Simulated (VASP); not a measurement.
# AlO2 (P-4n2) in VASP: notebook, part 2 of 2

VASP 6.6.1.

## 4. Single point, PBE, collinear spin, ferromagnetic start

Contents of INCAR:

```
PREC = Accurate
ENCUT = 520
EDIFF = 1E-6
ISMEAR = 0
SIGMA = 0.1
LREAL = False
LASPH = True
NELM = 150
ALGO = Normal
ISIF = 2
LWAVE = False
LCHARG = True
ISPIN = 2
MAGMOM = 0 0 1 1 1 1
LORBIT = 11
GGA = PE
LELF = True
LVHAR = True
NBANDS = 28
```

Contents of KPOINTS:

```
regular mesh
0
Gamma
  4 4 4
```

Contents of POSCAR:

```
AlO2
1.0
    4.2572407500      0.0000000000      0.0000000000
    0.0000000000      4.2572407500      0.0000000000
    0.0000000000      0.0000000000      3.9501180200
Al O
2 4
Direct
    0.0000000000      0.0000000000      0.5000000000
    0.5000000000      0.5000000000      0.0000000000
    0.5987829600      0.0987829600      0.2500000000
    0.4012170400      0.9012170400      0.2500000000
    0.0987829600      0.4012170400      0.7500000000
    0.9012170400      0.5987829600      0.7500000000
```

Potentials or basis: VASP PAW PBE potentials, release 64 (Al, O).

Started as:

```bash
> cat potpaw_PBE.64/Al/POTCAR potpaw_PBE.64/O/POTCAR > POTCAR
> mpirun -np 1 vasp_std > vasp.out
```

OUTCAR:

```text
PREC = Accurate
   ENCUT = 520
   EDIFF = 1E-6
   ISMEAR = 0
   LREAL = False
   LASPH = True
   NELM = 150
   ISIF = 2
   ISPIN = 2
   LORBIT = 11
   GGA = PE

 ion  position               nearest neighbor table
   1  0.000  0.000  0.500-   3 2.02   4 2.02   5 2.02   6 2.02
   2  0.500  0.500  0.000-   3 2.02   4 2.02   5 2.02   6 2.02
   3  0.599  0.099  0.250-   4 1.19   2 2.02   1 2.02
   4  0.401  0.901  0.250-   3 1.19   2 2.02   1 2.02
   5  0.099  0.401  0.750-   6 1.19   2 2.02   1 2.02
   6  0.901  0.599  0.750-   5 1.19   2 2.02   1 2.02

  LATTYP: Found a simple tetragonal cell.
 ALAT       =     4.2572407500
 C/A-ratio  =     0.9278587357

  Lattice vectors:

 A1 = (   4.2572407500,   0.0000000000,   0.0000000000)
 A2 = (   0.0000000000,   4.2572407500,   0.0000000000)
 A3 = (   0.0000000000,   0.0000000000,   3.9501180200)

Analysis of symmetry for initial positions (statically):
=====================================================================
 Subroutine PRICEL returns:
 Original cell was already a primitive cell.

 Routine SETGRP: Setting up the symmetry group for a
 simple tetragonal supercell.

 Subroutine GETGRP returns: Found  8 space group operations
 (whereof  4 operations were pure point group operations)
 out of a pool of 16 trial point group operations.

The static configuration has the point symmetry S_4 .
 The point group associated with its full space group is D_2d.

Analysis of symmetry for dynamics (positions and initial velocities):
=====================================================================
 Subroutine PRICEL returns:
 Original cell was already a primitive cell.

 Routine SETGRP: Setting up the symmetry group for a
 simple tetragonal supercell.

 Subroutine GETGRP returns: Found  8 space group operations
 (whereof  4 operations were pure point group operations)
 out of a pool of 16 trial point group operations.

[... 172 lines left out ...]
 fundamental gap:      0.0875676841
 Fermi energy:         6.9416120410

 spin component 1

 k-point     1 :       0.0000    0.0000    0.0000
  band No.  band energies     occupation
      1     -22.8605      1.00000
      2     -22.6622      1.00000
      3     -10.3491      1.00000
      4     -10.3491      1.00000
      5      -5.5672      1.00000
      6      -3.9572      1.00000
[... 529 lines left out ...]
     26      18.8563      0.00000
     27      18.8566      0.00000
 Fermi energy:         6.9416120410

 spin component 2

 k-point     1 :       0.0000    0.0000    0.0000
  band No.  band energies     occupation
      1     -22.8604      1.00000
      2     -22.6622      1.00000
      3     -10.3491      1.00000
      4     -10.3491      1.00000
      5      -5.5672      1.00000
      6      -3.9572      1.00000
[... 529 lines left out ...]
     26      18.8563      0.00000
     27      18.8639      0.00000
 [bands above 27 left out]

------------------------ aborting loop because EDIFF is reached ----------------------------------------

  FORCE on cell =-STRESS in cart. coord.  units (eV):
  Direction    XX          YY          ZZ          XY          YZ          ZX
  --------------------------------------------------------------------------------------
  -------------------------------------------------------------------------------------
  Total       20.2299998     20.2299998      0.8181812      0.0000000      0.0000000      0.0000000
  in kB      452.7307245    452.7307245     18.3102214      0.0000000      0.0000000      0.0000000
  external PRESSURE =     307.9238901 kB  Pullay stress =       0.0000000 kB

 VOLUME and BASIS-vectors are now :
 -----------------------------------------------------------------------------
  energy-cutoff  :      520.00
  volume of cell :       71.59
      direct lattice vectors                 reciprocal lattice vectors
     4.257240750  0.000000000  0.000000000     0.234893927  0.000000000  0.000000000
     0.000000000  4.257240750  0.000000000     0.000000000  0.234893927  0.000000000
     0.000000000  0.000000000  3.950118020     0.000000000  0.000000000  0.253156993

 POSITION                                       TOTAL-FORCE (eV/Angst)
 -----------------------------------------------------------------------------------
      0.00000      0.00000      1.97506         0.000000      0.000000      0.000000
      2.12862      2.12862      0.00000         0.000000      0.000000      0.000000
      2.54916      0.42054      0.98753        12.132008     12.132008      0.000000
      1.70808      3.83670      0.98753       -12.132008    -12.132008      0.000000
      0.42054      1.70808      2.96259        12.132008    -12.132008     -0.000000
      3.83670      2.54916      2.96259       -12.132008     12.132008     -0.000000
 -----------------------------------------------------------------------------------
    total drift:                                0.000000      0.000000      0.000000

  FREE ENERGIE OF THE ION-ELECTRON SYSTEM (eV)
  ---------------------------------------------------
  free  energy   TOTEN  =       -27.6649447128 eV

  energy  without entropy=      -27.6572844837  energy(sigma->0) =      -27.66111460

 total charge

# of ion       s       p       d       tot
------------------------------------------
    1        0.435   0.263   0.000   0.698
    2        0.435   0.263   0.000   0.698
    3        1.593   3.606   0.000   5.199
    4        1.593   3.606   0.000   5.199
    5        1.593   3.606   0.000   5.199
    6        1.593   3.606   0.000   5.199
--------------------------------------------------
tot          7.242  14.951   0.000  22.192

 magnetization (x)

# of ion       s       p       d       tot
------------------------------------------
    1        0.000  -0.000   0.000  -0.000
    2        0.000  -0.000   0.000  -0.000
    3       -0.000  -0.000   0.000  -0.000
    4       -0.000  -0.000   0.000  -0.000
    5       -0.000  -0.000   0.000  -0.000
    6       -0.000  -0.000   0.000  -0.000
--------------------------------------------------
tot         -0.000  -0.000   0.000  -0.000
```

OSZICAR:

```text
N       E                     dE             d eps       ncg     rms          rms(c)
DAV:   1     0.149848082566E+03    0.14985E+03   -0.15097E+04  2016   0.983E+02
DAV:   2    -0.199607635412E+02   -0.16981E+03   -0.15981E+03  2508   0.231E+02
DAV:   3    -0.297651665831E+02   -0.98044E+01   -0.97066E+01  2588   0.543E+01
DAV:   4    -0.298456109033E+02   -0.80444E-01   -0.80351E-01  2328   0.544E+00
DAV:   5    -0.298465591677E+02   -0.94826E-03   -0.94823E-03  2440   0.592E-01    0.171E+01
DAV:   6    -0.278112048904E+02    0.20354E+01   -0.75120E+00  2424   0.162E+01    0.537E+00
DAV:   7    -0.276989109771E+02    0.11229E+00   -0.44538E-01  2332   0.416E+00    0.288E+00
DAV:   8    -0.276569745149E+02    0.41936E-01   -0.16113E-01  2308   0.263E+00    0.157E+00
DAV:   9    -0.276640676218E+02   -0.70931E-02   -0.24250E-02  2428   0.991E-01    0.464E-01
DAV:  10    -0.276646401312E+02   -0.57251E-03   -0.22378E-03  2240   0.283E-01    0.204E-01
DAV:  11    -0.276649012826E+02   -0.26115E-03   -0.65969E-04  2264   0.182E-01    0.669E-02
DAV:  12    -0.276649364268E+02   -0.35144E-04   -0.72615E-05  2296   0.569E-02    0.271E-02
DAV:  13    -0.276649423962E+02   -0.59693E-05   -0.56904E-06  2376   0.171E-02    0.130E-02
DAV:  14    -0.276649445451E+02   -0.21490E-05   -0.29970E-06  2160   0.110E-02    0.296E-03
DAV:  15    -0.276649447128E+02   -0.16772E-06   -0.24377E-07  1124   0.356E-03
   1 F= -.27664945E+02 E0= -.27661115E+02  d E =-.766023E-02  mag=    -0.0000
```

stdout:

```text
POSCAR found type information on POSCAR AlO
 POSCAR found :  2 types and       6 ions
 scaLAPACK will be used
 LDA part: xc-table for (Slater+PW92), standard interpolation
 POSCAR, INCAR and KPOINTS ok, starting setup
 FFT: planning ... GRIDC
 FFT: planning ... GRID_SOFT
 FFT: planning ... GRID
 WAVECAR not read
 entering main loop
```

Wall time 1.8 min (1 thread of AMD EPYC 7R13 (Zen 3), shared host); peak memory 0.18 GiB.

What came out:

```yaml
Free_energy: -27.6649 eV
Pressure: 30.8 GPa
Largest_force: 17.157 eV/Å
Band_gap_on_the_k_mesh: zero (filled and empty bands overlap)
Net_moment: 0.00 μB per cell
Valence_electrons_inside_the_program's_atomic_spheres: Al 0.70; O 5.20
```

Forces in eV/Å, atoms in the order of the input:
```
Al    0.000   0.000   0.000
Al    0.000   0.000   0.000
O    12.132  12.132   0.000
O   -12.132 -12.132   0.000
O    12.132 -12.132   0.000
O   -12.132  12.132   0.000
```

Stress tensor (GPa, compression positive):
```
45.27  0.00  0.00
 0.00 45.27  0.00
 0.00  0.00  1.83
```

Caveat: the k points lie up to 0.40 Å⁻¹ apart; the standard files for N, O and F lose accuracy on very short bonds; forces of over 1 eV/Å act on the atoms, so gaps and moduli don't describe the material at rest.

## 5. Overview

```tsv
task	spin	cell	cutoff (eV)	gap on the mesh (eV)	pressure (GPa)	largest force (eV/Å)
single point	off	as given	520	none	30.8	17.16
relaxation of cell and atoms	off	relaxed	600	none	0.3	0.03
single point	collinear, ferromagnetic start	as given	520	none	30.8	17.16
```

Alike in all rows: level PBE; potentials or basis VASP PAW PBE potentials, release 64 (Al, O); k mesh 4 × 4 × 4; smearing gaussian 0.1 eV.

Caveats: all runs use coarse meshes; the standard files for N, O and F lose accuracy on very short bonds; forces of over 1 eV/Å act on the atoms, so gaps and moduli don't describe the material at rest (some runs).

Absolute energies hang on the potentials; compare differences alone.
